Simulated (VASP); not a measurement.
Wanted: the native input for a VASP 6.6.1 run.

```
Task                   : single point
Functional             : PBE
Potentials or basis    : VASP PAW PBE potentials, release 64 (W_sv, Te)
Cutoff                 : 520 eV
k mesh                 : 12 × 12 × 12
Occupations            : gaussian, width 0.1 eV
Spin                   : collinear spin
Starting moments       : [1.0, 0.0] μB
Dipole correction      : no
Further INCAR settings : ALGO = Normal; EDIFF = 1e-07; NBANDS = 21
```

The structure of TeW lies in POSCAR:

```
TeW
1.0
    0.0000000000      3.1021215479      3.1021215479
    3.1021215479      0.0000000000      3.1021215479
    3.1021215479      3.1021215479      0.0000000000
W Te
1 1
Direct
    0.0000000000      0.0000000000      0.0000000000
    0.2500000000      0.2500000000      0.2500000000
```

The input as run:

INCAR

```
ALGO = Normal
EDIFF = 1E-7
ENCUT = 520
GGA = PE
ISIF = 2
ISMEAR = 0
ISPIN = 2
LASPH = T
LCHARG = T
LELF = T
LMAXMIX = 4
LORBIT = 11
LREAL = F
LVHAR = T
LWAVE = F
MAGMOM = 1 0
NBANDS = 21
NELM = 150
PREC = Accurate
SIGMA = 0.1
```

KPOINTS

```
k-points
0
Gamma
  12 12 12
```

Potentials or basis: VASP PAW PBE potentials, release 64 (W_sv, Te).

Run with:

```console
$ cat potpaw_PBE.64/W_sv/POTCAR potpaw_PBE.64/Te/POTCAR > POTCAR
$ mpirun -np 1 vasp_std > vasp.out
```

It gave:

```
Pressure                                              : -3.2 GPa
Net moment                                            : 1.44 μB per cell
Site moments                                          : W +1.13; Te -0.04 μB
Valence electrons inside the program's atomic spheres : W 11.90; Te 3.47
```

Caveat: the cell stands under tension.

It took 5.5 min on 1 thread of Intel Xeon 8259CL (shared host), peak memory 0.33 GiB.
